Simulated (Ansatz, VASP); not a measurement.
TePb: VASP beside Ansatz

Contents of INCAR:

```
SYSTEM = TePb
PREC     = Accurate       ! precision mode
ENCUT    = 600            ! plane-wave cutoff, eV
EDIFF    = 1E-6           ! SCF threshold, eV
ISMEAR   = -1             ! smearing method
SIGMA    = 0.05           ! smearing width, eV
LREAL    = .False.        ! projectors in reciprocal space
LASPH    = .True.         ! aspherical terms in the spheres
NELM     = 100            ! most SCF steps
ALGO     = Normal         ! electronic algorithm
ISIF     = 3              ! what is computed and relaxed
LWAVE    = .False.        ! write WAVECAR
LCHARG   = .False.        ! write CHGCAR
GGA      = B5             ! functional
ALDAX    = 1.0          
AGGAX    = 1.0          
AGGAC    = 1.0          
ALDAC    = 0.0          
IVDW     = 13             ! dispersion correction
VDW_S6   = 1.0          
VDW_S8   = 2.34076671   
VDW_A1   = 0.44488865   
VDW_A2   = 4.0933009    
IBRION   = 2              ! ionic algorithm
NSW      = 60             ! ionic steps
EDIFFG   = -0.01          ! ionic threshold
```

File KPOINTS:

```
Automatic mesh
0
Gamma
  7 7 7
  0 0 0
```

File POSCAR:

```
TePb
1.0
    4.0022870000      0.0000000000      0.0000000000
    0.0000000000      4.0022870000      0.0000000000
    0.0000000000      0.0000000000      4.0022870000
Pb Te
1 1
Direct
    0.0000000000      0.0000000000      0.0000000000
    0.5000000000      0.5000000000      0.5000000000
```

input.yaml

```yaml
crystal:
  lattice:
    - [4.002287, 0.0, 0.0]
    - [0.0, 4.002287, 0.0]
    - [0.0, 0.0, 4.002287]
  atoms:
    - { symbol: Pb, position: [0.0, 0.0, 0.0] }
    - { symbol: Te, position: [0.5, 0.5, 0.5] }
hamiltonian:
  xc: blyp
  pseudopotentials: { kind: paw }
  dispersion: d4
kpoints:
  mp_grid: { grid: [7, 7, 7] }
scf:
  occupations: { method: fermi_dirac, width: 0.05 }
output:
  forces: true
  stress: true
relax:
  f_tol: 0.01
  max_steps: 40
  cell: { stress_tol: 0.05 }
```

Alike in both runs: task relaxation of cell and atoms; functional BLYP; dispersion D4; k mesh 7 × 7 × 7; occupations fermi-dirac, width 0.05 eV; no spin polarisation.

```csv
,VASP,Ansatz
version,VASP 6.6.1,Ansatz 0.2.0
potentials or method,"VASP PAW PBE potentials, release 64 (Pb_d, Te)",Ansatz PAW
plane-wave cutoff (eV),600,420
valence electrons in the cell,20,30
```

VASP gave:

- relaxed volume (Å³/atom): 38.47
- relaxed length of the cell vector where the two differ most in proportion (Å): 4.253

What did Ansatz give for the same quantities?

Relaxed volume (Å³/atom): 32.71; relaxed length of the cell vector where the two differ most in proportion (Å): 4.029.

VASP's potentials were made for PBE, not for BLYP. VASP's potentials hold 20 valence electrons a cell and Ansatz's 30, so a difference there can come from the potentials and not from the codes.

Spin-orbit coupling is off throughout. Noted on VASP's run: the volume moved by over 15 % at a fixed basis, so the end points are rough. Noted on Ansatz's run: the plane-wave basis is chosen anew once the cell has moved, so the energies of steps on either side of that aren't comparable.
